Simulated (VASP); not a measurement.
# Au (Fm-3m) in VASP: further runs

The runs below take Au through single point, with PBE.

All numbers are computed with VASP 6.6.1; they aren't measurements. Logs are shortened: lines on timing, memory, paths and dates and some standing lists are left out, and cuts for length are marked.

## (1) The cell of the first run

Symmetry: Fm-3m, No. 225, cubic system. Conventional cell: a = 4.070 Å, b = 4.070 Å, c = 4.070 Å, α = 90.00°, β = 90.00°, γ = 90.00°. Within 3.8 Å of Au (site symmetry m-3m) lie 12 Au at 2.88 Å.

## (2) Single point, PBE

INCAR

```
PREC     = Accurate       # precision mode
ENCUT    = 520            # plane-wave cutoff, eV
EDIFF    = 1E-6           # SCF threshold, eV
ISMEAR   = 0              # smearing method
SIGMA    = 0.025          # smearing width, eV
LREAL    = F              # projectors in reciprocal space
LASPH    = T              # aspherical terms in the spheres
NELM     = 60             # most SCF steps
ALGO     = Normal         # electronic algorithm
ISIF     = 2              # what is computed and relaxed
LWAVE    = F              # write WAVECAR
LCHARG   = F              # write CHGCAR
GGA      = PE             # functional
NBANDS   = 12             # bands
```

KPOINTS

```
Automatic mesh
0
Gamma
  11 11 11
```

POSCAR

```
Au
1.0
    0.0000000000      2.0350000000      2.0350000000
    2.0350000000      0.0000000000      2.0350000000
    2.0350000000      2.0350000000      0.0000000000
Au
1
Direct
    0.0000000000      0.0000000000      0.0000000000
```

Potentials or basis: VASP PAW PBE potentials, release 64 (Au).

Launch:

```bash
$ cat potpaw_PBE.64/Au/POTCAR > POTCAR
$ mpirun -np 1 vasp_std > vasp.out
```

OUTCAR:

```text
PREC = Accurate
   ENCUT = 520
   EDIFF = 1E-6
   ISMEAR = 0
   LREAL = F
   LASPH = T
   NELM = 60
   ISIF = 2
   GGA = PE

 ion  position               nearest neighbor table
   1  0.000  0.000  0.000-

  LATTYP: Found a face centered cubic cell.
 ALAT       =     4.0700000000

  Lattice vectors:

 A1 = (   0.0000000000,   2.0350000000,   2.0350000000)
 A2 = (   2.0350000000,   0.0000000000,   2.0350000000)
 A3 = (   2.0350000000,   2.0350000000,   0.0000000000)

Analysis of symmetry for initial positions (statically):
=====================================================================
 Subroutine PRICEL returns:
 Original cell was already a primitive cell.

 Routine SETGRP: Setting up the symmetry group for a
 face centered cubic supercell.

 Subroutine GETGRP returns: Found 48 space group operations
[... 9 lines left out ...]

 Routine SETGRP: Setting up the symmetry group for a
 face centered cubic supercell.

 Subroutine GETGRP returns: Found 48 space group operations
[... 11 lines left out ...]
                                     Primitive cell

  volume of cell :      16.8548

  direct lattice vectors                    reciprocal lattice vectors
     0.000000000  2.035000000  2.035000000    -0.245700246  0.245700246  0.245700246
     2.035000000  0.000000000  2.035000000     0.245700246 -0.245700246  0.245700246
     2.035000000  2.035000000  0.000000000     0.245700246  0.245700246 -0.245700246

  length of vectors
     2.877924599  2.877924599  2.877924599     0.425565309  0.425565309  0.425565309

  position of ions in fractional coordinates (direct lattice)
     0.000000000  0.000000000  0.000000000

  ion indices of the primitive-cell ions
   primitive index   ion index
                 1           1

----------------------------------------------------------------------------------------

 KPOINTS: Automatic mesh

Automatic generation of k-mesh.
 Grid dimensions read from file:
 generate k-points for:   11   11   11

 Generating k-lattice:

  Cartesian coordinates                     Fractional coordinates (reciprocal lattice)
    -0.022336386  0.022336386  0.022336386     0.090909091  0.000000000  0.000000000
     0.022336386 -0.022336386  0.022336386     0.000000000  0.090909091  0.000000000
     0.022336386  0.022336386 -0.022336386     0.000000000  0.000000000  0.090909091

  Length of vectors
     0.038687755  0.038687755  0.038687755

  Shift w.r.t. Gamma in fractional coordinates (k-lattice)
     0.000000000  0.000000000  0.000000000

 Subroutine IBZKPT returns following result:
 ===========================================

 Found     56 irreducible k-points:

 Following reciprocal coordinates:
            Coordinates               Weight
  0.000000  0.000000  0.000000      1.000000
  0.090909  0.000000  0.000000      8.000000
  0.181818  0.000000  0.000000      8.000000
  0.272727  0.000000  0.000000      8.000000
  0.363636  0.000000  0.000000      8.000000
  0.454545  0.000000  0.000000      8.000000
[... 16 lines left out ...]
 -0.272727  0.181818  0.000000     24.000000
 -0.181818  0.181818  0.000000     12.000000
 [... further k-points ...]
   k-points           NKPTS =     56   k-points in BZ     NKDIM =     56   number of bands    NBANDS=     12
   number of dos      NEDOS =    301   number of ions     NIONS =      1
   total plane-waves  NPLWV =  13824
   dimension x,y,z NGX =    24 NGY =   24 NGZ =   24
   dimension x,y,z NGXF=    48 NGYF=   48 NGZF=   48
   ions per type =               1
   NGX,Y,Z   is equivalent  to a cutoff of  13.86, 13.86, 13.86 a.u.
   NGXF,Y,Z  is equivalent  to a cutoff of  27.73, 27.73, 27.73 a.u.
 SYSTEM =  unknown system
   PREC   = accura    normal or accurate (medium, high low for compatibility)
   ISTART =      0    job   : 0-new  1-cont  2-samecut
   ICHARG =      2    charge: 1-file 2-atom 10-const
   ISPIN  =      1    spin polarized calculation?
   LNONCOLLINEAR =      F non collinear calculations
   LSORBIT =      F    spin-orbit coupling
   LASPH  =      T    aspherical Exc in radial PAW
   ENCUT  =  520.0 eV  38.22 Ry    6.18 a.u.   5.35  5.35  5.35*2*pi/ulx,y,z
   NELM   =     60;   NELMIN=  2; NELMDL= -5     # of ELM steps
   EDIFF  = 0.1E-05   stopping-criterion for ELM
   LREAL  =      F    real-space projection
   EDIFFG = 0.1E-04   stopping-criterion for IOM
   NSW    =      0    number of steps for IOM
   IBRION =     -1    ionic relax: 0-MD 1-quasi-New 2-CG
   NFREE  =      0    steps in history (QN), initial steepest desc. (CG)
   ISIF   =      2    stress and relaxation
   ISYM   =      2    0-nonsym 1-usesym 2-fastsym
   POTIM  = 0.5000    time-step for ionic-motion
   TEBEG  =    0.0;   TEEND  =   0.0 temperature during run
   PSTRESS=    0.0 pullay stress
   NELECT =      11.0000    total number of electrons
   NUPDOWN=      -1.0000    fix difference up-down
   EMIN   =  10.00;   EMAX   =-10.00  energy-range for DOS
   EFERMI =   0.00;   METHOD = LEGACY
   ISMEAR =     0;   SIGMA  =   0.03  broadening in eV -4-tet -1-fermi 0-gaus
   EFERMI_NEDOS =   21; number of points for ismear=-14 and -15
   IALGO  =     38    algorithm
   IMIX   =      4    mixing-type and parameters
     AMIX     =   0.40;   BMIX     =  1.00
     AMIX_MAG =   1.60;   BMIX_MAG =  1.00
  volume/ion in A,a.u.               =      16.85       113.74
  Fermi-wavevector in a.u.,A,eV,Ry     =   1.420032  2.683470 27.436005  2.016489
  Thomas-Fermi vector in A             =   2.540990
   LORBIT       =      0    0 simple, 1 ext, 2 COOP (PROOUT), +10 PAW based schemes
   GGA     = PE    functional components
   LHFCALC =     F    Hartree Fock is set to
   AEXX    =    0.0000 exact exchange contribution
   IVDW    =     0    specifies the selected vdW correction
   LEPSILON=     F    determine dielectric tensor
   LRPA    =     F    only Hartree local field effects (RPA)
 non-spin polarized calculation
 Gauss-broadening in eV      SIGMA  =   0.03
  energy-cutoff  :      520.00
  volume of cell :       16.85
 maximum number of plane-waves:       465
 NGX is ok and might be reduce to    24
   NGX = 11   NGY = 11   NGZ = 11

 number of electron      10.9999999 magnetization

 Free energy of the ion-electron system (eV)
  ---------------------------------------------------
  ext. energy  EPLUGINS =         0.00000000
  ---------------------------------------------------
  free energy    TOTEN  =        -3.19555040 eV

  energy without entropy =       -3.19551845  energy(sigma->0) =       -3.19553443

 E-fermi :   9.7579     XC(G=0): -12.7823

 val. band max:        9.5442272965   @ k =   0.4545   0.3636   0.0000
 cond. band min:       9.7938581752   @ k =  -0.4545   0.0909   0.0000
 fundamental gap:      0.2496308787
 Fermi energy:         9.7578516954

 k-point     1 :       0.0000    0.0000    0.0000
  band No.  band energies     occupation
      1      -0.3128      2.00000
      2       4.9101      2.00000
      3       4.9101      2.00000
      4       4.9101      2.00000
      5       6.4533      2.00000
      6       6.4533      2.00000
      7      24.1677      0.00000
      8      28.2298      0.00000
      9      28.2298      0.00000
     10      28.2298      0.00000
     11      33.1716      0.00000
     12      37.9347      0.00000

 k-point     2 :       0.0909    0.0000    0.0000
  band No.  band energies     occupation
      1      -0.0239      2.00000
      2       4.8186      2.00000
      3       5.0067      2.00000
      4       5.0067      2.00000
      5       6.4123      2.00000
      6       6.4123      2.00000
      7      24.4936      0.00000
      8      26.6098      0.00000
      9      28.5777      0.00000
     10      28.5777      0.00000
     11      33.9987      0.00000
     12      36.0679      0.00000

 k-point     3 :       0.1818    0.0000    0.0000
  band No.  band energies     occupation
      1       0.7684      2.00000
      2       4.6699      2.00000
      3       5.1809      2.00000
      4       5.1809      2.00000
      5       6.4157      2.00000
      6       6.4157      2.00000
      7      23.4395      0.00000
      8      25.3366      0.00000
      9      29.4291      0.00000
     10      29.4291      0.00000
     11      31.8616      0.00000
     12      34.0057      0.00000

 k-point     4 :       0.2727    0.0000    0.0000
  band No.  band energies     occupation
      1       1.7168      2.00000
      2       4.9101      2.00000
      3       5.1672      2.00000
      4       5.1672      2.00000
      5       6.7309      2.00000
      6       6.7309      2.00000
      7      20.0154      0.00000
      8      25.1022      0.00000
      9      29.5787      0.00000
     10      29.5787      0.00000
     11      31.7327      0.00000
     12      32.7188      0.00000

 k-point     5 :       0.3636    0.0000    0.0000
  band No.  band energies     occupation
      1       2.1852      2.00000
      2       5.0067      2.00000
      3       5.0067      2.00000
      4       6.2068      2.00000
      5       7.2486      2.00000
      6       7.2486      2.00000
      7      16.4293      0.00000
      8      24.2452      0.00000
      9      28.1029      0.00000
     10      28.1029      0.00000
     11      33.6616      0.00000
     12      33.6788      0.00000

 k-point     6 :       0.4545    0.0000    0.0000
  band No.  band energies     occupation
      1       2.2463      2.00000
      2       4.8866      2.00000
      3       4.8866      2.00000
      4       7.6248      2.00000
      5       7.6248      2.00000
      6       8.1688      2.00000
      7      13.4044      0.00000
      8      23.6928      0.00000
      9      27.0233      0.00000
     10      27.0233      0.00000
     11      34.6160      0.00000
     12      34.6160      0.00000

 k-point     7 :       0.0909    0.0909    0.0000
  band No.  band energies     occupation
      1       0.0735      2.00000
      2       4.7110      2.00000
      3       5.0856      2.00000
      4       5.0856      2.00000
      5       6.2415      2.00000
      6       6.5394      2.00000
      7      24.6427      0.00000
      8      27.1845      0.00000
      9      27.9678      0.00000
     10      27.9678      0.00000
     11      35.2568      0.00000
     12      35.5025      0.00000

 k-point     8 :       0.1818    0.0909    0.0000
  band No.  band energies     occupation
      1       0.7075      2.00000
      2       4.5071      2.00000
      3       5.2756      2.00000
      4       5.2912      2.00000
      5       6.0968      2.00000
      6       6.6322      2.00000
      7      24.6158      0.00000
      8      25.4732      0.00000
      9      27.7591      0.00000
     10      28.8521      0.00000
     11      32.3557      0.00000
     12      34.3014      0.00000
[... 166 lines left out ...]
 k-point    20 :       0.4545    0.1818    0.0000
  band No.  band energies     occupation
      1       2.9146      2.00000
      2       4.4661      2.00000
      3       5.0857      2.00000
      4       5.6346      2.00000
      5       7.7232      2.00000
      6       9.3170      2.00000
      7      15.6422      0.00000
      8      23.5800      0.00000
      9      24.4918      0.00000
     10      26.1022      0.00000
     11      34.9155      0.00000
     12      34.9310      0.00000

 k-point    21 :      -0.4545    0.1818    0.0000
  band No.  band energies     occupation
      1       2.9702      2.00000
      2       4.4244      2.00000
      3       5.5053      2.00000
      4       5.6495      2.00000
      5       7.6241      2.00000
      6      11.4895      0.00000
      7      12.8228      0.00000
      8      22.4655      0.00000
      9      25.1552      0.00000
     10      25.5274      0.00000
     11      35.0666      0.00000
     12      35.1796      0.00000

 k-point    22 :      -0.3636    0.1818    0.0000
  band No.  band energies     occupation
      1       3.0537      2.00000
      2       4.5108      2.00000
      3       5.4849      2.00000
      4       5.4988      2.00000
      5       7.1324      2.00000
      6      10.1396      0.00000
      7      14.8881      0.00000
      8      21.8695      0.00000
      9      25.5038      0.00000
     10      26.7788      0.00000
     11      33.2810      0.00000
     12      35.1676      0.00000

 k-point    23 :      -0.2727    0.1818    0.0000
  band No.  band energies     occupation
      1       3.0046      2.00000
      2       4.5276      2.00000
      3       4.9013      2.00000
      4       5.5975      2.00000
      5       6.4503      2.00000
      6       8.7250      2.00000
      7      18.1689      0.00000
      8      22.0027      0.00000
      9      26.1251      0.00000
     10      29.1403      0.00000
     11      30.8870      0.00000
     12      35.2206      0.00000

 k-point    24 :      -0.1818    0.1818    0.0000
  band No.  band energies     occupation
      1       2.2808      2.00000
      2       4.2902      2.00000
      3       5.1102      2.00000
      4       5.7969      2.00000
      5       5.8356      2.00000
      6       7.6788      2.00000
      7      21.1057      0.00000
      8      23.0923      0.00000
      9      27.3900      0.00000
     10      28.8899      0.00000
     11      31.6329      0.00000
     12      34.3423      0.00000

 [... further k-points ...]

------------------------ aborting loop because EDIFF is reached ----------------------------------------

  FORCE on cell =-STRESS in cart. coord.  units (eV):
  Direction    XX          YY          ZZ          XY          YZ          ZX
  --------------------------------------------------------------------------------------
  -------------------------------------------------------------------------------------
  Total        1.1059174      1.1059174      1.1059174      0.0000000      0.0000000      0.0000000
  in kB      105.1259790    105.1259790    105.1259790      0.0000000      0.0000000      0.0000000
  external PRESSURE =     105.1259790 kB  Pullay stress =       0.0000000 kB

 VOLUME and BASIS-vectors are now :
 -----------------------------------------------------------------------------
  energy-cutoff  :      520.00
  volume of cell :       16.85
      direct lattice vectors                 reciprocal lattice vectors
     0.000000000  2.035000000  2.035000000    -0.245700246  0.245700246  0.245700246
     2.035000000  0.000000000  2.035000000     0.245700246 -0.245700246  0.245700246
     2.035000000  2.035000000  0.000000000     0.245700246  0.245700246 -0.245700246

 POSITION                                       TOTAL-FORCE (eV/Angst)
 -----------------------------------------------------------------------------------
      0.00000      0.00000      0.00000         0.000000      0.000000      0.000000
 -----------------------------------------------------------------------------------
    total drift:                               -0.000000      0.000000     -0.000000

  FREE ENERGIE OF THE ION-ELECTRON SYSTEM (eV)
  ---------------------------------------------------
  free  energy   TOTEN  =        -3.1955504049 eV

  energy  without entropy=       -3.1955184512  energy(sigma->0) =       -3.19553443
```

Run time: 13 s. Hardware: 1 thread of Intel Xeon 8259CL, shared host; peak memory 0.14 GiB.

What came out:

```yaml
Free_energy: -3.1956 eV
Pressure: 10.5 GPa
```

Levels at points of the mesh, in eV from the Fermi level:
```csv
k point,band 3,band 4,band 5,band 6,band 7,band 8,band 9,band 10
"(0.00, 0.00, 0.00)",-4.85,-4.85,-3.30,-3.30,14.41,18.47,18.47,18.47
```

Caveat: spin-orbit coupling is left out, which moves the levels of the heavy elements.

## (3) Single point, PBE

INCAR

```
ALGO     = Fast           # electronic algorithm
EDIFF    = 1E-7           # SCF threshold, eV
ENCUT    = 520            # plane-wave cutoff, eV
GGA      = PE             # functional
ISIF     = 2              # what is computed and relaxed
ISMEAR   = 0              # smearing method
LASPH    = T              # aspherical terms in the spheres
LCHARG   = F              # write CHGCAR
LREAL    = F              # projectors in reciprocal space
LWAVE    = F              # write WAVECAR
NBANDS   = 12             # bands
NELM     = 100            # most SCF steps
PREC     = Accurate       # precision mode
SIGMA    = 0.026000000000000002 # smearing width, eV
```

KPOINTS

```
k-points
0
Gamma
  11 11 11
```

POSCAR is that of step 2.

Potentials or basis: VASP PAW PBE potentials, release 64 (Au).

Launch:

```bash
$ cat potpaw_PBE.64/Au/POTCAR > POTCAR
$ mpirun -np 1 vasp_std > vasp.out
```

Wall time 18 s (1 thread of Intel Xeon 8259CL, shared host); peak memory 0.14 GiB.

Results (log left out):

| Property | Result |
| --- | --- |
| Free energy | -3.1956 eV |
| Pressure | 10.5 GPa |

Levels at points of the mesh, in eV from the Fermi level:
```tsv
k point	band 4	band 5	band 6	band 7	band 8	band 9
(0.00, 0.00, 0.00)	-4.85	-3.30	-3.30	14.41	18.47	18.47
```

Caveat: spin-orbit coupling is left out, which moves the levels of the heavy elements.
